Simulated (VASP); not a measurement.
# HfN (Fm-3m) in VASP: single point with PBE

Aim: the single point of HfN with PBE.

All numbers are computed with VASP 6.6.1; they aren't measurements. Logs are shortened: lines on timing, memory, paths and dates and some standing lists are left out, and cuts for length are marked.

### Step 1. The cell of the first run

The structure is cubic, space group Fm-3m (No. 225). Conventional cell: a = 4.512 Å, b = 4.512 Å, c = 4.512 Å, α = 90.00°, β = 90.00°, γ = 90.00°. Hf (site symmetry m-3m) has 6 N at 2.26 Å within 3.0 Å. Within 3.0 Å of N (site symmetry m-3m) lie 6 Hf at 2.26 Å.

### Step 2. Single point, PBE

The input, INCAR:

```
PREC = Accurate
ENCUT = 520
EDIFF = 1E-6
ISMEAR = 0
SIGMA = 0.05
LREAL = F
LASPH = T
NELM = 100
ALGO = Normal
ISIF = 2
LWAVE = F
LCHARG = T
GGA = PE
LELF = T
LVHAR = T
NBANDS = 14
```

The input, KPOINTS:

```
Automatic mesh
0
Gamma
  16 16 16
```

The input, POSCAR:

```
HfN
1.0
    0.0000000000      2.2560000000      2.2560000000
    2.2560000000      0.0000000000      2.2560000000
    2.2560000000      2.2560000000      0.0000000000
Hf N
1 1
Direct
    0.0000000000      0.0000000000      0.0000000000
    0.5000000000      0.5000000000      0.5000000000
```

Potentials or basis: VASP PAW PBE potentials, release 64 (Hf_pv, N).

Run with:

```console
$ cat potpaw_PBE.64/Hf_pv/POTCAR potpaw_PBE.64/N/POTCAR > POTCAR
$ mpirun -np 1 vasp_std > vasp.out
```

OUTCAR:

```text
PREC = Accurate
   ENCUT = 520
   EDIFF = 1E-6
   ISMEAR = 0
   LREAL = F
   LASPH = T
   NELM = 100
   ISIF = 2
   GGA = PE

 ion  position               nearest neighbor table
   1  0.000  0.000  0.000-   2 2.26   2 2.26   2 2.26   2 2.26   2 2.26   2 2.26
   2  0.500  0.500  0.500-   1 2.26   1 2.26   1 2.26   1 2.26   1 2.26   1 2.26

  LATTYP: Found a face centered cubic cell.
 ALAT       =     4.5120000000

  Lattice vectors:

 A1 = (   0.0000000000,   2.2560000000,   2.2560000000)
 A2 = (   2.2560000000,   0.0000000000,   2.2560000000)
 A3 = (   2.2560000000,   2.2560000000,   0.0000000000)

Analysis of symmetry for initial positions (statically):
=====================================================================
 Subroutine PRICEL returns:
 Original cell was already a primitive cell.

 Routine SETGRP: Setting up the symmetry group for a
 face centered cubic supercell.

 Subroutine GETGRP returns: Found 48 space group operations
 (whereof 48 operations were pure point group operations)
 out of a pool of 48 trial point group operations.

The static configuration has the point symmetry O_h .

Analysis of symmetry for dynamics (positions and initial velocities):
=====================================================================
 Subroutine PRICEL returns:
 Original cell was already a primitive cell.

 Routine SETGRP: Setting up the symmetry group for a
 face centered cubic supercell.

 Subroutine GETGRP returns: Found 48 space group operations
 (whereof 48 operations were pure point group operations)
 out of a pool of 48 trial point group operations.

The dynamic configuration has the point symmetry O_h .

 Subroutine INISYM returns: Found 48 space group operations
 (whereof 48 operations are pure point group operations),
 and found     1 'primitive' translations

----------------------------------------------------------------------------------------

                                     Primitive cell

  volume of cell :      22.9640

  direct lattice vectors                    reciprocal lattice vectors
     0.000000000  2.256000000  2.256000000    -0.221631206  0.221631206  0.221631206
     2.256000000  0.000000000  2.256000000     0.221631206 -0.221631206  0.221631206
     2.256000000  2.256000000  0.000000000     0.221631206  0.221631206 -0.221631206

  length of vectors
     3.190465797  3.190465797  3.190465797     0.383876509  0.383876509  0.383876509

  position of ions in fractional coordinates (direct lattice)
     0.000000000  0.000000000  0.000000000
     0.500000000  0.500000000  0.500000000

  ion indices of the primitive-cell ions
   primitive index   ion index
                 1           1
                 2           2

----------------------------------------------------------------------------------------

 KPOINTS: Automatic mesh

Automatic generation of k-mesh.
 Grid dimensions read from file:
 generate k-points for:   16   16   16

 Generating k-lattice:

  Cartesian coordinates                     Fractional coordinates (reciprocal lattice)
    -0.013851950  0.013851950  0.013851950     0.062500000  0.000000000  0.000000000
     0.013851950 -0.013851950  0.013851950     0.000000000  0.062500000  0.000000000
     0.013851950  0.013851950 -0.013851950     0.000000000  0.000000000  0.062500000

  Length of vectors
     0.023992282  0.023992282  0.023992282

  Shift w.r.t. Gamma in fractional coordinates (k-lattice)
     0.000000000  0.000000000  0.000000000

 Subroutine IBZKPT returns following result:
 ===========================================

 Found    145 irreducible k-points:

 Following reciprocal coordinates:
            Coordinates               Weight
  0.000000  0.000000  0.000000      1.000000
  0.062500  0.000000  0.000000      8.000000
  0.125000  0.000000  0.000000      8.000000
  0.187500  0.000000  0.000000      8.000000
  0.250000  0.000000  0.000000      8.000000
  0.312500  0.000000  0.000000      8.000000
[... 16 lines left out ...]
 -0.125000  0.062500  0.000000     24.000000
 -0.062500  0.062500  0.000000     12.000000
 [... further k-points ...]
   k-points           NKPTS =    145   k-points in BZ     NKDIM =    145   number of bands    NBANDS=     14
   number of dos      NEDOS =    301   number of ions     NIONS =      2
   total plane-waves  NPLWV =  13824
   dimension x,y,z NGX =    24 NGY =   24 NGZ =   24
   dimension x,y,z NGXF=    48 NGYF=   48 NGZF=   48
   ions per type =               1   1
   NGX,Y,Z   is equivalent  to a cutoff of  12.51, 12.51, 12.51 a.u.
   NGXF,Y,Z  is equivalent  to a cutoff of  25.01, 25.01, 25.01 a.u.
 SYSTEM =  unknown system
   PREC   = accura    normal or accurate (medium, high low for compatibility)
   ISTART =      0    job   : 0-new  1-cont  2-samecut
   ICHARG =      2    charge: 1-file 2-atom 10-const
   ISPIN  =      1    spin polarized calculation?
   LNONCOLLINEAR =      F non collinear calculations
   LSORBIT =      F    spin-orbit coupling
   LASPH  =      T    aspherical Exc in radial PAW
   ENCUT  =  520.0 eV  38.22 Ry    6.18 a.u.   5.93  5.93  5.93*2*pi/ulx,y,z
   NELM   =    100;   NELMIN=  2; NELMDL= -5     # of ELM steps
   EDIFF  = 0.1E-05   stopping-criterion for ELM
   LREAL  =      F    real-space projection
   EDIFFG = 0.1E-04   stopping-criterion for IOM
   NSW    =      0    number of steps for IOM
   IBRION =     -1    ionic relax: 0-MD 1-quasi-New 2-CG
   NFREE  =      0    steps in history (QN), initial steepest desc. (CG)
   ISIF   =      2    stress and relaxation
   ISYM   =      2    0-nonsym 1-usesym 2-fastsym
   POTIM  = 0.5000    time-step for ionic-motion
   TEBEG  =    0.0;   TEEND  =   0.0 temperature during run
   PSTRESS=    0.0 pullay stress
   NELECT =      15.0000    total number of electrons
   NUPDOWN=      -1.0000    fix difference up-down
   EMIN   =  10.00;   EMAX   =-10.00  energy-range for DOS
   EFERMI =   0.00;   METHOD = LEGACY
   ISMEAR =     0;   SIGMA  =   0.05  broadening in eV -4-tet -1-fermi 0-gaus
   EFERMI_NEDOS =   21; number of points for ismear=-14 and -15
   IALGO  =     38    algorithm
   IMIX   =      4    mixing-type and parameters
     AMIX     =   0.40;   BMIX     =  1.00
     AMIX_MAG =   1.60;   BMIX_MAG =  1.00
  volume/ion in A,a.u.               =      11.48        77.48
  Fermi-wavevector in a.u.,A,eV,Ry     =   1.420440  2.684242 27.451783  2.017649
  Thomas-Fermi vector in A             =   2.541355
   LORBIT       =      0    0 simple, 1 ext, 2 COOP (PROOUT), +10 PAW based schemes
   GGA     = PE    functional components
   LHFCALC =     F    Hartree Fock is set to
   AEXX    =    0.0000 exact exchange contribution
   IVDW    =     0    specifies the selected vdW correction
   LEPSILON=     F    determine dielectric tensor
   LRPA    =     F    only Hartree local field effects (RPA)
 non-spin polarized calculation
 Gauss-broadening in eV      SIGMA  =   0.05
  energy-cutoff  :      520.00
  volume of cell :       22.96
 maximum number of plane-waves:       636
   NGX = 11   NGY = 11   NGZ = 11

 number of electron      15.0000001 magnetization

 Free energy of the ion-electron system (eV)
  ---------------------------------------------------
  ext. energy  EPLUGINS =         0.00000000
  ---------------------------------------------------
  free energy    TOTEN  =       -21.75425095 eV

  energy without entropy =      -21.75321014  energy(sigma->0) =      -21.75373054

 E-fermi :   8.4138     XC(G=0): -12.7535

 val. band max:        8.4037154485   @ k =  -0.4375   0.3125   0.1250
 cond. band min:       8.4221578041   @ k =  -0.1250   0.0625   0.0000
 fundamental gap:      0.0184423556
 Fermi energy:         8.4137610713

 k-point     1 :       0.0000    0.0000    0.0000
  band No.  band energies     occupation
      1     -22.7173      2.00000
      2     -22.7173      2.00000
      3     -22.7173      2.00000
      4      -9.1130      2.00000
      5       5.3881      2.00000
      6       5.3881      2.00000
      7       5.3881      2.00000
      8       8.0719      2.00000
      9       8.0719      2.00000
     10       8.0719      2.00000
     11      10.2555      0.00000
     12      10.3991      0.00000
     13      10.3991      0.00000
     14      17.9948      0.00000

 k-point     2 :       0.0625    0.0000    0.0000
  band No.  band energies     occupation
      1     -22.7582      2.00000
      2     -22.7206      2.00000
      3     -22.7206      2.00000
      4      -9.0218      2.00000
      5       4.9814      2.00000
      6       5.1520      2.00000
      7       5.1520      2.00000
      8       8.1843      2.00000
      9       8.2074      2.00000
     10       8.2074      2.00000
     11      10.5479      0.00000
     12      10.7053      0.00000
     13      10.7053      0.00000
     14      18.3042      0.00000

 k-point     3 :       0.1250    0.0000    0.0000
  band No.  band energies     occupation
      1     -22.8726      2.00000
      2     -22.7302      2.00000
      3     -22.7302      2.00000
      4      -8.7596      2.00000
      5       4.0690      2.00000
      6       4.6041      2.00000
      7       4.6041      2.00000
      8       8.3784      1.68334
      9       8.5639      0.00002
     10       8.5639      0.00002
     11      11.2914      0.00000
     12      11.5027      0.00000
     13      11.5027      0.00000
     14      19.1638      0.00000
[... 324 lines left out ...]
 k-point    23 :      -0.1250    0.0625    0.0000
  band No.  band energies     occupation
      1     -22.9389      2.00000
      2     -22.7650      2.00000
      3     -22.7250      2.00000
      4      -8.5734      2.00000
      5       3.4722      2.00000
      6       4.1336      2.00000
      7       4.5754      2.00000
      8       8.4222      0.81227
      9       8.5382      0.00043
     10       9.2631      0.00000
     11      10.9446      0.00000
     12      12.2293      0.00000
     13      12.4672      0.00000
     14      19.7685      0.00000

 k-point    24 :      -0.0625    0.0625    0.0000
  band No.  band energies     occupation
      1     -22.8148      2.00000
      2     -22.7416      2.00000
      3     -22.7191      2.00000
      4      -8.8756      2.00000
      5       4.3688      2.00000
      6       4.7223      2.00000
      7       5.0376      2.00000
      8       8.2355      2.00000
      9       8.2468      2.00000
     10       8.6885      0.00000
     11      10.4986      0.00000
     12      11.2939      0.00000
     13      11.4390      0.00000
     14      18.7947      0.00000

 [... further k-points ...]
[... 5 lines left out ...]
  --------------------------------------------------------------------------------------
  -------------------------------------------------------------------------------------
  Total        0.5941333      0.5941333      0.5941333      0.0000000      0.0000000      0.0000000
  in kB       41.4521630     41.4521630     41.4521630      0.0000000      0.0000000      0.0000000
  external PRESSURE =      41.4521630 kB  Pullay stress =       0.0000000 kB

 VOLUME and BASIS-vectors are now :
 -----------------------------------------------------------------------------
  energy-cutoff  :      520.00
  volume of cell :       22.96
      direct lattice vectors                 reciprocal lattice vectors
     0.000000000  2.256000000  2.256000000    -0.221631206  0.221631206  0.221631206
     2.256000000  0.000000000  2.256000000     0.221631206 -0.221631206  0.221631206
     2.256000000  2.256000000  0.000000000     0.221631206  0.221631206 -0.221631206

 POSITION                                       TOTAL-FORCE (eV/Angst)
 -----------------------------------------------------------------------------------
      0.00000      0.00000      0.00000         0.000000      0.000000      0.000000
      2.25600      2.25600      2.25600        -0.000000     -0.000000     -0.000000
 -----------------------------------------------------------------------------------
    total drift:                                0.000000     -0.000000     -0.000000

  FREE ENERGIE OF THE ION-ELECTRON SYSTEM (eV)
  ---------------------------------------------------
  free  energy   TOTEN  =       -21.7542509482 eV

  energy  without entropy=      -21.7532101415  energy(sigma->0) =      -21.75373054
```

Run time: 41 s. Hardware: 1 thread of Intel Xeon 8259CL, shared host; peak memory 0.17 GiB.

What came out:

| Property | Result |
| --- | --- |
| Free energy | -21.7543 eV |
| Pressure | 4.1 GPa |

Caveat: spin-orbit coupling is left out, which moves the levels of the heavy elements.
